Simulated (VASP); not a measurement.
Input of a VASP 6.6.1 run:

INCAR

```
ALGO     = Normal         # electronic algorithm
EDIFF    = 1E-7           # SCF threshold, eV
ENCUT    = 520            # plane-wave cutoff, eV
ISIF     = 2              # what is computed and relaxed
ISMEAR   = 0              # smearing method
LASPH    = True           # aspherical terms in the spheres
LCHARG   = False          # write CHGCAR
LREAL    = False          # projectors in reciprocal space
LWAVE    = False          # write WAVECAR
NBANDS   = 14             # bands
NELM     = 60             # most SCF steps
PREC     = Accurate       # precision mode
SIGMA    = 0.15           # smearing width, eV
```

File KPOINTS:

```
k-points
0
Gamma
  18 18 18
```

File POSCAR:

```
HfN
1.0
    0.0000000000      2.1912300000      2.1912300000
    2.2590000000     -0.0677700000      2.2590000000
    2.2590000000      2.2590000000     -0.0677700000
Hf N
1 1
Direct
    0.0000000000      0.0000000000      0.0000000000
    0.5000000000      0.5000000000      0.5000000000
```

Potentials or basis: VASP PAW LDA potentials, release 64 (Hf_pv, N).

Launch:

```bash
$ cat potpaw_LDA.64/Hf_pv/POTCAR potpaw_LDA.64/N/POTCAR > POTCAR
$ mpirun -np 1 vasp_std > vasp.out
```

Question: Estimate the band gap on the k mesh.

Answer: Zero (an odd number of electrons rules out a gap without spin polarisation).

Question: What does it give for the pressure?

Answer: -10.3 GPa.

Stress tensor (GPa, compression positive):
```
-10.72   0.00   0.00
  0.00 -10.09   7.64
  0.00   7.64 -10.09
```

Caveat: the cell differs from its parent crystal (strain -0.0600 x Voigt [0, 0, 0, 1, 0, 0]); the cell stands under tension; spin-orbit coupling is left out, which moves the levels of the heavy elements.
